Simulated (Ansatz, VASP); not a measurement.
# MnSi: VASP beside Ansatz

```
Mn Si
1.0
     4.46715    0.00000    0.00000
     0.00000    4.46715    0.00000
     0.00000    0.00000    4.46715
Mn Si
4 4
Direct
  0.13777 0.13777 0.13777
  0.36223 0.86223 0.63777
  0.63777 0.36223 0.86223
  0.86223 0.63777 0.36223
  0.84582 0.84582 0.84582
  0.65418 0.15418 0.34582
  0.34582 0.65418 0.15418
  0.15418 0.34582 0.65418
```

Alike in both runs: functional PBE; k mesh 8 × 8 × 8; occupations gaussian, width 0.05 eV; no spin polarisation.

Ansatz relaxed the structure, and its values are those at the end. VASP's run is a single point on that final structure, the one shown.

|  | VASP | Ansatz |
| --- | --- | --- |
| version | VASP 6.6.1 | Ansatz 0.2.0 |
| potentials or method | VASP PAW PBE potentials, release 64 (Mn_pv, Si), cutoff 520 eV | scalar-relativistic, plane waves, PAW |
| valence electrons in the cell | 68 | 76 |

```csv
,VASP,Ansatz,Ansatz less VASP
gap on the k mesh at the Fermi level (eV),none,none,-
pressure (GPa),4.6,4.6,+0.05
rms of the force components (eV/Å),0.005,0.000,-0.0052
```

A gap of «none» marks a metal or a gap that the smearing closes. VASP's potentials hold 68 valence electrons a cell and Ansatz's 76, so a difference there can come from the potentials and not from the codes. Ansatz's warnings: stress scf threshold loose.
